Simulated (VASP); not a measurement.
Runs of VASP 6.6.1 on GeS3. The structure is that of space group Pm-3m (No. 221), or close to it. The cells are those of the table. 

| task | cell | k mesh | cutoff (eV) | gap on the mesh (eV) | pressure (GPa) | relaxed volume (Å³/atom) |
| --- | --- | --- | --- | --- | --- | --- |
| single point | a = 4.292 Å, 4 atoms | 4 × 4 × 4 | 520 | none | -5.4 | - |
| relaxation of cell and atoms | relaxed from a = 4.292 Å, 4 atoms | 4 × 4 × 4 | 600 | none | -0.1 | 17.91 |
| single point | a = 4.131 Å, 4 atoms | 12 × 12 × 12 | 520 | none | -0.1 | - |
| relaxation of cell and atoms | relaxed from a = 4.156 Å, 4 atoms | 12 × 12 × 12 | 600 | none | -0.1 | (a) |
| single point | a = 4.156 Å, 4 atoms | 4 × 4 × 4 | 520 | none | -0.3 | - |

Alike in all rows: level PBE; potentials or basis VASP PAW PBE potentials, release 64 (Ge_d, S); no spin polarisation; smearing gaussian 0.1 eV.

Q: Estimate the missing entries.

A: (a) 17.61.

Caveats: some runs use coarse meshes.

A k mesh can miss the band edges, and the runs leave out spin-orbit coupling on Ge.

A gap of «none» marks levels without a gap at the run's occupations.
